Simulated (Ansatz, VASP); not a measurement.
C in VASP and in Ansatz

Contents of INCAR:

```
SYSTEM = C
ALGO     = Normal         ! electronic algorithm
EDIFF    = 1E-7           ! SCF threshold, eV
ENCUT    = 520            ! plane-wave cutoff, eV
GGA      = PE             ! functional
ISIF     = 2              ! what is computed and relaxed
ISMEAR   = 0              ! smearing method
IVDW     = 12             ! dispersion correction
LASPH    = .True.         ! aspherical terms in the spheres
LCHARG   = .False.        ! write CHGCAR
LREAL    = .False.        ! projectors in reciprocal space
LWAVE    = .False.        ! write WAVECAR
NBANDS   = 16             ! bands
NELM     = 100            ! most SCF steps
PREC     = Accurate       ! precision mode
SIGMA    = 0.03           ! smearing width, eV
```

KPOINTS

```
k-points
0
Gamma
  18 18 18
  0 0 0
```

The input POSCAR:

```
C
1.0
    1.2139528335      0.7008759952      6.9346594540
   -1.2139528335      0.7008759952      6.9346594540
    0.0000000000     -1.4017519905      6.9346594540
C
4
Direct
    0.0811523517      0.0811523517      0.0811523517
    0.9188476483      0.9188476483      0.9188476483
    0.2521616043      0.2521616043      0.2521616043
    0.7478383957      0.7478383957      0.7478383957
```

Input for Ansatz:

```yaml
crystal:
  lattice:
    - [1.2139528335, 0.7008759952, 6.934659454]
    - [-1.2139528335, 0.7008759952, 6.934659454]
    - [0.0, -1.4017519905, 6.934659454]
  atoms:
    - { symbol: C, position: [0.0811523517, 0.0811523517, 0.0811523517] }
    - { symbol: C, position: [0.9188476483, 0.9188476483, 0.9188476483] }
    - { symbol: C, position: [0.2521616043, 0.2521616043, 0.2521616043] }
    - { symbol: C, position: [0.7478383957, 0.7478383957, 0.7478383957] }
basis:
  ecutwfc: 420
kpoints:
  mp_grid: { grid: [18, 18, 18] }
hamiltonian:
  xc: pbe
  dispersion: d3bj
scf:
  occupations: { method: gaussian, width: 0.03 }
output:
  forces: true
  stress: true
  eigenvalues: true
```

Change from the starting cell: strain -0.015 along x and y, +0.000 along z, atoms carried along.

Alike in both runs: task single point; functional PBE; dispersion D3(BJ); k mesh 18 × 18 × 18; occupations gaussian, width 0.03 eV; no spin polarisation.

```csv
,VASP,Ansatz
version,VASP 6.6.1,Ansatz 0.2.0
potentials or method,"VASP PAW PBE potentials, release 64 (C), cutoff 520 eV","scalar-relativistic, plane waves, PAW"
valence electrons in the cell,16,16
```

|  | VASP | Ansatz | Ansatz less VASP |
| --- | --- | --- | --- |
| gap on the k mesh at the Fermi level (eV) | 0.24 | 0.24 | 0.000 |
| least direct gap on the mesh (eV) | 0.24 | 0.24 | 0.000 |
| pressure (GPa) | 14.2 | 13.7 | -0.45 |
| traceless stress, the component that is largest in VASP (GPa) | -14.42 | -13.88 | +0.537 |
